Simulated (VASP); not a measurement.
Here is a VASP 6.6.1 calculation.

INCAR

```
PREC = Accurate ; ENCUT = 520
EDIFF = 1E-6 ; ISMEAR = -1
SIGMA = 0.05 ; LREAL = F
LASPH = T ; NELM = 80
ALGO = Normal ; ISIF = 2
LWAVE = F ; LCHARG = F
GGA = PE ; NBANDS = 15
```

The input KPOINTS:

```
Automatic mesh
0
Gamma
  15 15 9
```

POSCAR

```
Os
1.0
    2.7111232592      0.0000000000      0.0000000000
   -1.3555616296      2.3479016152      0.0000000000
    0.0000000000      0.0000000000      4.2833982837
Os
2
Direct
    0.3333333333      0.6666666667      0.2500000000
    0.6666666667      0.3333333333      0.7500000000
```

Potentials or basis: VASP PAW PBE potentials, release 64 (Os).

Launch:

```bash
$ cat potpaw_PBE.64/Os/POTCAR > POTCAR
$ mpirun -np 1 vasp_std > vasp.out
```

(1) Estimate the band gap on the k mesh.

(2) Estimate the pressure.

## Answers

(1) zero (bands 8 and 9 overlap by 3.98 eV).

(2) 20.7 GPa.

Caveat: the cell stands under pressure; spin-orbit coupling is left out, which moves the levels of the heavy elements.
